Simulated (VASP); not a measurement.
# Re (P6_3/mmc) in VASP: settings compared

Aim: see how the results for Re move with the level of theory and the settings. Levels: BLYP, LDA, BLYP+D3(BJ). Tasks: single point.

All numbers are computed with VASP 6.6.1; they aren't measurements. Logs are shortened: lines on timing, memory, paths and dates and some standing lists are left out, and cuts for length are marked.

### Step 1. The cell of the first run

It takes space group P6_3/mmc (No. 194, hexagonal). Conventional cell: a = 2.813 Å, b = 2.813 Å, c = 4.531 Å, α = 90.00°, β = 90.00°, γ = 120.00°. Within 3.7 Å of Re (site symmetry -6m2) lie 12 Re at 2.79 to 2.81 Å.

### Step 2. Single point, BLYP

Contents of INCAR:

```
PREC = Accurate
ENCUT = 560
EDIFF = 1E-6
ISMEAR = -1
SIGMA = 0.05
LREAL = F
LASPH = T
NELM = 120
ALGO = Normal
ISIF = 2
LWAVE = F
LCHARG = T
GGA = B5
ALDAX = 1.0
AGGAX = 1.0
AGGAC = 1.0
ALDAC = 0.0
LELF = T
LVHAR = T
NBANDS = 22
GGA_COMPAT = F
```

Contents of KPOINTS:

```
Automatic mesh
0
Gamma
  11 11 6
```

Contents of POSCAR:

```
Re
1.0
    2.8129304432      0.0000000000      0.0000000000
   -1.4064652216      2.4360692229      0.0000000000
    0.0000000000      0.0000000000      4.5312501072
Re
2
Direct
    0.6666666667      0.3333333333      0.7500000000
    0.3333333333      0.6666666667      0.2500000000
```

Potentials or basis: VASP PAW PBE potentials, release 64 (Re_sv_GW).

The run is started by

```
cat potpaw_PBE.64/Re_sv_GW/POTCAR > POTCAR
mpirun -np 1 vasp_std > vasp.out
```

OUTCAR:

```text
PREC = Accurate
   ENCUT = 560
   EDIFF = 1E-6
   ISMEAR = -1
   LREAL = F
   LASPH = T
   NELM = 120
   ISIF = 2
   GGA = B5

 ion  position               nearest neighbor table
   1  0.667  0.333  0.750-   2 2.79   2 2.79   2 2.79   2 2.79   2 2.79   2 2.79
   2  0.333  0.667  0.250-   1 2.79   1 2.79   1 2.79   1 2.79   1 2.79   1 2.79

  LATTYP: Found a hexagonal cell.
 ALAT       =     2.8129304432
 C/A-ratio  =     1.6108646121

  Lattice vectors:

 A1 = (   2.8129304432,   0.0000000000,   0.0000000000)
 A2 = (  -1.4064652216,   2.4360692229,   0.0000000000)
 A3 = (   0.0000000000,   0.0000000000,   4.5312501072)

Analysis of symmetry for initial positions (statically):
=====================================================================
 Subroutine PRICEL returns:
 Original cell was already a primitive cell.

 Routine SETGRP: Setting up the symmetry group for a
 hexagonal supercell.

 Subroutine GETGRP returns: Found 24 space group operations
 (whereof 12 operations were pure point group operations)
 out of a pool of 24 trial point group operations.

The static configuration has the point symmetry D_3d.
 The point group associated with its full space group is D_6h.

Analysis of symmetry for dynamics (positions and initial velocities):
=====================================================================
 Subroutine PRICEL returns:
 Original cell was already a primitive cell.

 Routine SETGRP: Setting up the symmetry group for a
 hexagonal supercell.

 Subroutine GETGRP returns: Found 24 space group operations
 (whereof 12 operations were pure point group operations)
 out of a pool of 24 trial point group operations.

The dynamic configuration has the point symmetry D_3d.
 The point group associated with its full space group is D_6h.

 Subroutine INISYM returns: Found 24 space group operations
 (whereof 12 operations are pure point group operations),
 and found     1 'primitive' translations

----------------------------------------------------------------------------------------

                                     Primitive cell

  volume of cell :      31.0504

  direct lattice vectors                    reciprocal lattice vectors
     2.812930443  0.000000000  0.000000000     0.355501147  0.205248683  0.000000000
    -1.406465222  2.436069223  0.000000000     0.000000000  0.410497366  0.000000000
     0.000000000  0.000000000  4.531250107     0.000000000  0.000000000  0.220689650

  length of vectors
     2.812930443  2.812930443  4.531250107     0.410497366  0.410497366  0.220689650

  position of ions in fractional coordinates (direct lattice)
     0.666666667  0.333333333  0.750000000
     0.333333333  0.666666667  0.250000000

  ion indices of the primitive-cell ions
   primitive index   ion index
                 1           1
                 2           2

----------------------------------------------------------------------------------------

 KPOINTS: Automatic mesh

Automatic generation of k-mesh.
 Grid dimensions read from file:
 generate k-points for:   11   11    6

 Generating k-lattice:

  Cartesian coordinates                     Fractional coordinates (reciprocal lattice)
     0.032318286  0.018658971  0.000000000     0.090909091  0.000000000  0.000000000
     0.000000000  0.037317942  0.000000000     0.000000000  0.090909091  0.000000000
     0.000000000  0.000000000  0.036781608     0.000000000  0.000000000  0.166666667

  Length of vectors
     0.037317942  0.037317942  0.036781608

  Shift w.r.t. Gamma in fractional coordinates (k-lattice)
     0.000000000  0.000000000  0.000000000

 Subroutine IBZKPT returns following result:
 ===========================================

 Found     64 irreducible k-points:

 Following reciprocal coordinates:
            Coordinates               Weight
  0.000000  0.000000  0.000000      1.000000
  0.090909  0.000000  0.000000      6.000000
  0.181818  0.000000  0.000000      6.000000
  0.272727  0.000000  0.000000      6.000000
  0.363636  0.000000  0.000000      6.000000
  0.454545  0.000000  0.000000      6.000000
[... 16 lines left out ...]
  0.090909  0.090909  0.166667     12.000000
  0.181818  0.090909  0.166667     24.000000
 [... further k-points ...]
   k-points           NKPTS =     64   k-points in BZ     NKDIM =     64   number of bands    NBANDS=     22
   number of dos      NEDOS =    301   number of ions     NIONS =      2
   total plane-waves  NPLWV =  20736
   dimension x,y,z NGX =    24 NGY =   24 NGZ =   36
   dimension x,y,z NGXF=    48 NGYF=   48 NGZF=   72
   ions per type =               2
   NGX,Y,Z   is equivalent  to a cutoff of  14.18, 14.18, 13.21 a.u.
   NGXF,Y,Z  is equivalent  to a cutoff of  28.37, 28.37, 26.42 a.u.
 SYSTEM =  unknown system
   PREC   = accura    normal or accurate (medium, high low for compatibility)
   ISTART =      0    job   : 0-new  1-cont  2-samecut
   ICHARG =      2    charge: 1-file 2-atom 10-const
   ISPIN  =      1    spin polarized calculation?
   LNONCOLLINEAR =      F non collinear calculations
   LSORBIT =      F    spin-orbit coupling
   LASPH  =      T    aspherical Exc in radial PAW
   ENCUT  =  560.0 eV  41.16 Ry    6.42 a.u.   5.43  5.43  8.74*2*pi/ulx,y,z
   NELM   =    120;   NELMIN=  2; NELMDL= -5     # of ELM steps
   EDIFF  = 0.1E-05   stopping-criterion for ELM
   LREAL  =      F    real-space projection
   EDIFFG = 0.1E-04   stopping-criterion for IOM
   NSW    =      0    number of steps for IOM
   IBRION =     -1    ionic relax: 0-MD 1-quasi-New 2-CG
   NFREE  =      0    steps in history (QN), initial steepest desc. (CG)
   ISIF   =      2    stress and relaxation
   ISYM   =      2    0-nonsym 1-usesym 2-fastsym
   POTIM  = 0.5000    time-step for ionic-motion
   TEBEG  =    0.0;   TEEND  =   0.0 temperature during run
   PSTRESS=    0.0 pullay stress
   NELECT =      30.0000    total number of electrons
   NUPDOWN=      -1.0000    fix difference up-down
   EMIN   =  10.00;   EMAX   =-10.00  energy-range for DOS
   EFERMI =   0.00;   METHOD = LEGACY
   ISMEAR =    -1;   SIGMA  =   0.05  broadening in eV -4-tet -1-fermi 0-gaus
   EFERMI_NEDOS =   21; number of points for ismear=-14 and -15
   IALGO  =     38    algorithm
   IMIX   =      4    mixing-type and parameters
     AMIX     =   0.40;   BMIX     =  1.00
     AMIX_MAG =   1.60;   BMIX_MAG =  1.00
  volume/ion in A,a.u.               =      15.53       104.77
  Fermi-wavevector in a.u.,A,eV,Ry     =   1.618427  3.058383 35.637807  2.619305
  Thomas-Fermi vector in A             =   2.712692
   LORBIT       =      0    0 simple, 1 ext, 2 COOP (PROOUT), +10 PAW based schemes
   GGA     = B5    functional components
   LHFCALC =     F    Hartree Fock is set to
   AEXX    =    0.0000 exact exchange contribution
   IVDW    =     0    specifies the selected vdW correction
   LEPSILON=     F    determine dielectric tensor
   LRPA    =     F    only Hartree local field effects (RPA)
 non-spin polarized calculation
  energy-cutoff  :      560.00
  volume of cell :       31.05
 maximum number of plane-waves:       966
 NGX is ok and might be reduce to    24
   NGX = 11   NGY = 11   NGZ = 17

 number of electron      30.0000000 magnetization

 Free energy of the ion-electron system (eV)
  ---------------------------------------------------
  ext. energy  EPLUGINS =         0.00000000
  ---------------------------------------------------
  free energy    TOTEN  =       -24.86438580 eV

  energy without entropy =      -24.84992709  energy(sigma->0) =      -24.85715644

 E-fermi :  12.7460     XC(G=0): -13.2312

 val. band max:       12.7104734489   @ k =   0.0000   0.0000   0.1667
 cond. band min:      12.7539906986   @ k =   0.3636   0.0000   0.3333
 fundamental gap:      0.0435172497
 Fermi energy:        12.7460450057

 k-point     1 :       0.0000    0.0000    0.0000
  band No.  band energies     occupation
      1     -66.7568      2.00000
      2     -66.6568      2.00000
      3     -29.3510      2.00000
      4     -28.4688      2.00000
      5     -28.4688      2.00000
      6     -28.3162      2.00000
[... 14 lines left out ...]
     21      22.0356      0.00000
     22      26.4331      0.00000

 k-point     2 :       0.0909    0.0000    0.0000
  band No.  band energies     occupation
      1     -66.7504      2.00000
      2     -66.6540      2.00000
      3     -29.3244      2.00000
      4     -28.5290      2.00000
      5     -28.4884      2.00000
      6     -28.3799      2.00000
[... 14 lines left out ...]
     21      22.0057      0.00000
     22      27.1089      0.00000

 k-point     3 :       0.1818    0.0000    0.0000
  band No.  band energies     occupation
      1     -66.7327      2.00000
      2     -66.6466      2.00000
      3     -29.2490      2.00000
      4     -28.6917      2.00000
      5     -28.5453      2.00000
      6     -28.5394      2.00000
[... 14 lines left out ...]
     21      21.8062      0.00000
     22      28.3826      0.00000

 k-point     4 :       0.2727    0.0000    0.0000
  band No.  band energies     occupation
      1     -66.7083      2.00000
      2     -66.6382      2.00000
      3     -29.1380      2.00000
      4     -28.9039      2.00000
      5     -28.7534      2.00000
      6     -28.6035      2.00000
[... 14 lines left out ...]
     21      21.4445      0.00000
     22      26.4276      0.00000

 k-point     5 :       0.3636    0.0000    0.0000
  band No.  band energies     occupation
      1     -66.6838      2.00000
      2     -66.6325      2.00000
      3     -29.0970      2.00000
      4     -29.0126      2.00000
      5     -28.9374      2.00000
      6     -28.6603      2.00000
[... 14 lines left out ...]
     21      23.3390      0.00000
     22      23.3599      0.00000

 k-point     6 :       0.4545    0.0000    0.0000
  band No.  band energies     occupation
      1     -66.6669      2.00000
      2     -66.6314      2.00000
      3     -29.2107      2.00000
      4     -29.0435      2.00000
      5     -28.9135      2.00000
      6     -28.6934      2.00000
[... 14 lines left out ...]
     21      22.0071      0.00000
     22      24.5302      0.00000

 k-point     7 :       0.0909    0.0909    0.0000
  band No.  band energies     occupation
      1     -66.7383      2.00000
      2     -66.6489      2.00000
      3     -29.2735      2.00000
      4     -28.6280      2.00000
      5     -28.5582      2.00000
      6     -28.4628      2.00000
[... 324 lines left out ...]
      6     -28.5893      2.00000
[... 14 lines left out ...]
     21      23.1926      0.00000
     22      27.0093      0.00000

 k-point    21 :       0.3636    0.0000    0.1667
  band No.  band energies     occupation
      1     -66.6804      2.00000
      2     -66.6360      2.00000
      3     -29.1707      2.00000
      4     -28.9974      2.00000
      5     -28.8788      2.00000
      6     -28.6448      2.00000
[... 14 lines left out ...]
     21      22.5431      0.00000
     22      25.3104      0.00000

 k-point    22 :       0.4545    0.0000    0.1667
  band No.  band energies     occupation
      1     -66.6645      2.00000
      2     -66.6338      2.00000
      3     -29.2535      2.00000
      4     -29.0955      2.00000
      5     -28.8310      2.00000
      6     -28.6770      2.00000
[... 14 lines left out ...]
     21      21.9028      0.00000
     22      24.0236      0.00000

 k-point    23 :       0.0909    0.0909    0.1667
  band No.  band energies     occupation
      1     -66.7324      2.00000
      2     -66.6549      2.00000
      3     -29.2212      2.00000
      4     -28.6106      2.00000
      5     -28.5671      2.00000
      6     -28.4912      2.00000
[... 14 lines left out ...]
     21      23.3488      0.00000
     22      27.6830      0.00000

 k-point    24 :       0.1818    0.0909    0.1667
  band No.  band energies     occupation
      1     -66.7122      2.00000
      2     -66.6462      2.00000
      3     -29.1551      2.00000
      4     -28.7739      2.00000
      5     -28.7298      2.00000
      6     -28.5646      2.00000
[... 14 lines left out ...]
     21      23.3166      0.00000
     22      27.9522      0.00000

 [... further k-points ...]
[... 5 lines left out ...]
  --------------------------------------------------------------------------------------
  -------------------------------------------------------------------------------------
  Total        0.0142496      0.0142496     -0.0163014      0.0000000      0.0000000      0.0000000
  in kB        0.7352721      0.7352721     -0.8411387      0.0000000      0.0000000      0.0000000
  external PRESSURE =       0.2098019 kB  Pullay stress =       0.0000000 kB

 VOLUME and BASIS-vectors are now :
 -----------------------------------------------------------------------------
  energy-cutoff  :      560.00
  volume of cell :       31.05
      direct lattice vectors                 reciprocal lattice vectors
     2.812930443  0.000000000  0.000000000     0.355501147  0.205248683  0.000000000
    -1.406465222  2.436069223  0.000000000     0.000000000  0.410497366  0.000000000
     0.000000000  0.000000000  4.531250107     0.000000000  0.000000000  0.220689650

 POSITION                                       TOTAL-FORCE (eV/Angst)
 -----------------------------------------------------------------------------------
      1.40647      0.81202      3.39844        -0.000000      0.000000      0.000000
     -0.00000      1.62405      1.13281         0.000000     -0.000000      0.000000
 -----------------------------------------------------------------------------------
    total drift:                               -0.000000      0.000000     -0.000000

  FREE ENERGIE OF THE ION-ELECTRON SYSTEM (eV)
  ---------------------------------------------------
  free  energy   TOTEN  =       -24.8643857972 eV

  energy  without entropy=      -24.8499270903  energy(sigma->0) =      -24.85715644
```

Run time: 26 s. Hardware: 1 thread of Intel Xeon 6975P-C (Granite Rapids), shared host; peak memory 0.18 GiB.

What came out:

| Item | Value |
| --- | --- |
| Free energy | -24.8644 eV |
| Pressure | 0.0 GPa |
| Band gap on the k mesh | zero (bands 15 and 16 overlap by 3.07 eV) |

Stress tensor (GPa, compression positive):
```
 0.07  0.00  0.00
 0.00  0.07  0.00
 0.00  0.00 -0.08
```

Caveat: the PAW data sets were made with another functional, which shifts forces and pressure a little; spin-orbit coupling is left out, which moves the levels of the heavy elements.

### Step 3. Single point, LDA

This run uses another cell than the first one, of 14.42 Å³/atom.

Contents of INCAR:

```
SYSTEM = Re
PREC     = Accurate       ! precision mode
ENCUT    = 560            ! plane-wave cutoff, eV
EDIFF    = 1E-6           ! SCF threshold, eV
ISMEAR   = -1             ! smearing method
SIGMA    = 0.05           ! smearing width, eV
LREAL    = .False.        ! projectors in reciprocal space
LASPH    = .True.         ! aspherical terms in the spheres
NELM     = 120            ! most SCF steps
ALGO     = Normal         ! electronic algorithm
ISIF     = 2              ! what is computed and relaxed
LWAVE    = .False.        ! write WAVECAR
LCHARG   = .False.        ! write CHGCAR
GGA      = CA             ! functional
NBANDS   = 22             ! bands
GGA_COMPAT= .False.
```

Contents of KPOINTS:

```
regular mesh
0
Gamma
  11 11 6
  0 0 0
```

Contents of POSCAR:

```
Re
1.0
    2.7422705826      0.0000000000      0.0000000000
   -1.3711352913      2.3748759886      0.0000000000
    0.0000000000      0.0000000000      4.4282782931
Re
2
Direct
    0.6666666667      0.3333333333      0.7500000000
    0.3333333333      0.6666666667      0.2500000000
```

Potentials or basis: VASP PAW LDA potentials, release 64 (Re_sv_GW).

The run is started by

```
cat potpaw_LDA.64/Re_sv_GW/POTCAR > POTCAR
mpirun -np 1 vasp_std > vasp.out
```

It took 15 s on 1 thread of Intel Xeon 6975P-C (Granite Rapids), shared host; peak memory 0.17 GiB.

Results (log left out):

```
Free energy            : -30.7611 eV
Pressure               : -2.6 GPa
Band gap on the k mesh : zero (bands 15 and 16 overlap by 3.30 eV)
```

Stress tensor (GPa, compression positive):
```
-2.50  0.00  0.00
 0.00 -2.50  0.00
 0.00  0.00 -2.88
```

Levels at points of the mesh, in eV from the Fermi level:
| k point | band 12 | band 13 | band 14 | band 15 | band 16 | band 17 | band 18 | band 19 |
| --- | --- | --- | --- | --- | --- | --- | --- | --- |
| (0.00, 0.00, 0.00) | -1.67 | -1.67 | -0.81 | -0.81 | 0.15 | 0.15 | 0.78 | 3.42 |
| (0.00, 0.00, 0.50) | -2.44 | -1.80 | -1.80 | -1.80 | -1.80 | 2.59 | 2.59 | 2.59 |

Caveat: spin-orbit coupling is left out, which moves the levels of the heavy elements.

### Step 4. Single point, LDA

This run uses another cell than the first one, of 14.13 Å³/atom.

Contents of INCAR:

```
SYSTEM = Re
ALGO = Normal
EDIFF = 1E-6
ENCUT = 560
GGA_COMPAT = .False.
ISIF = 2
ISMEAR = -1
LASPH = .True.
LCHARG = .False.
LREAL = .False.
LWAVE = .False.
NBANDS = 22
NELM = 120
PREC = Accurate
SIGMA = 0.05
```

Contents of KPOINTS:

```
k-points
0
Gamma
  11 11 6
  0 0 0
```

Contents of POSCAR:

```
Re
1.0
    2.7234873179      0.0000000000      0.0000000000
   -1.3617436590      2.3586092042      0.0000000000
    0.0000000000      0.0000000000      4.3979466679
Re
2
Direct
    0.6666666667      0.3333333333      0.7500000000
    0.3333333333      0.6666666667      0.2500000000
```

The run is started by

```
cat potpaw_LDA.64/Re_sv_GW/POTCAR > POTCAR
mpirun -np 1 vasp_std > vasp.out
```

Run time: 19 s. Hardware: 1 thread of Intel Xeon 6975P-C (Granite Rapids), shared host; peak memory 0.16 GiB.

Results (log left out):

- Free energy: -30.7500 eV
- Pressure: 5.9 GPa
- Band gap on the k mesh: zero (bands 15 and 16 overlap by 3.43 eV)

Stress tensor (GPa, compression positive):
```
6.00 0.00 0.00
0.00 6.00 0.00
0.00 0.00 5.67
```

Levels at points of the mesh, in eV from the Fermi level:
```
           k point  band 12  band 13  band 14  band 15  band 16  band 17  band 18  band 19
(0.00, 0.00, 0.00)    -1.73    -1.73    -0.84    -0.84     0.14     0.14     0.83     3.51
(0.00, 0.00, 0.50)    -2.50    -1.87    -1.87    -1.87    -1.87     2.66     2.66     2.66
```

Caveat: the cell stands under pressure; spin-orbit coupling is left out, which moves the levels of the heavy elements.

### Step 5. Single point, BLYP+D3(BJ)

This run uses another cell than the first one, of 14.13 Å³/atom.

Contents of INCAR:

```
PREC     = Accurate       # precision mode
ENCUT    = 560            # plane-wave cutoff, eV
EDIFF    = 1E-6           # SCF threshold, eV
ISMEAR   = -1             # smearing method
SIGMA    = 0.05           # smearing width, eV
LREAL    = False          # projectors in reciprocal space
LASPH    = True           # aspherical terms in the spheres
NELM     = 120            # most SCF steps
ALGO     = Normal         # electronic algorithm
ISIF     = 2              # what is computed and relaxed
LWAVE    = False          # write WAVECAR
LCHARG   = True           # write CHGCAR
GGA      = B5             # functional
ALDAX    = 1.0          
AGGAX    = 1.0          
AGGAC    = 1.0          
ALDAC    = 0.0          
IVDW     = 12             # dispersion correction
VDW_S6   = 1.0          
VDW_S8   = 2.6996       
VDW_A1   = 0.4298       
VDW_A2   = 4.2359       
LELF     = True           # ELF
LVHAR    = True         
NBANDS   = 22             # bands
GGA_COMPAT= False
```

Contents of KPOINTS:

```
Automatic mesh
0
Gamma
  11 11 6
```

POSCAR is that of step 4.

Potentials or basis: VASP PAW PBE potentials, release 64 (Re_sv_GW).

The run is started by

```
cat potpaw_PBE.64/Re_sv_GW/POTCAR > POTCAR
mpirun -np 1 vasp_std > vasp.out
```

Wall time 38 s (1 thread of Intel Xeon Platinum 8488C (Sapphire Rapids), shared host); peak memory 0.19 GiB.

It converged, with:

* Free energy: -27.8635 eV
* Pressure: 18.5 GPa
* Band gap on the k mesh: zero (bands 15 and 16 overlap by 3.62 eV)
* Dispersion energy per atom: -1.663 eV

Stress tensor (GPa, compression positive):
```
18.74  0.00  0.00
 0.00 18.74  0.00
 0.00  0.00 17.90
```

Levels at points of the mesh, in eV from the Fermi level:
```csv
k point,band 13,band 14,band 15,band 16,band 17,band 18
"(0.00, 0.00, 0.00)",-1.76,-0.89,-0.89,0.09,0.09,1.04
"(0.00, 0.00, 0.50)",-1.90,-1.90,-1.90,-1.90,2.60,2.60
```

Caveat: the cell stands under pressure; the dispersion term is far too large for a dense solid, which distorts pressure and volume; the PAW data sets were made with another functional, which shifts forces and pressure a little; spin-orbit coupling is left out, which moves the levels of the heavy elements.

(Part 1 of 2 ends here.)

The gap in the log of VASP goes by the Fermi energy; the results here count the filled bands.